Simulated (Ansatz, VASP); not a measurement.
Two plane-wave programs on Sc

```xyz
2
Lattice="3.3289 0.0000 0.0000 -1.6645 2.8829 0.0000 0.0000 0.0000 5.2034" Properties=species:S:1:pos:R:3 pbc="T T T"
Sc    0.0000    1.9220    1.3009
Sc    1.6645    0.9610    3.9026
```

Alike in both runs: functional r2SCAN; k mesh 14 × 14 × 8; occupations fermi-dirac, width 0.08 eV; no spin polarisation.

Ansatz relaxed the structure, and its values are those at the end. VASP's run is a single point on that final structure, the one shown.

|  | VASP | Ansatz |
| --- | --- | --- |
| version | VASP 6.6.1 | Ansatz 0.2.0 |
| potentials or method | VASP PAW PBE potentials, release 64 (Sc_sv) | PAW with Ansatz's default frozen-core files, scalar-relativistic |
| plane-wave cutoff (eV) | 520 | 500 |
| valence electrons in the cell | 22 | 22 |

```tsv
	VASP	Ansatz	Ansatz less VASP
pressure (GPa)	0.2	0.0	-0.20
```

VASP's potentials were made for PBE, not for r2SCAN. With one functional, cell and mesh, what is left measures potentials, basis and numerics.
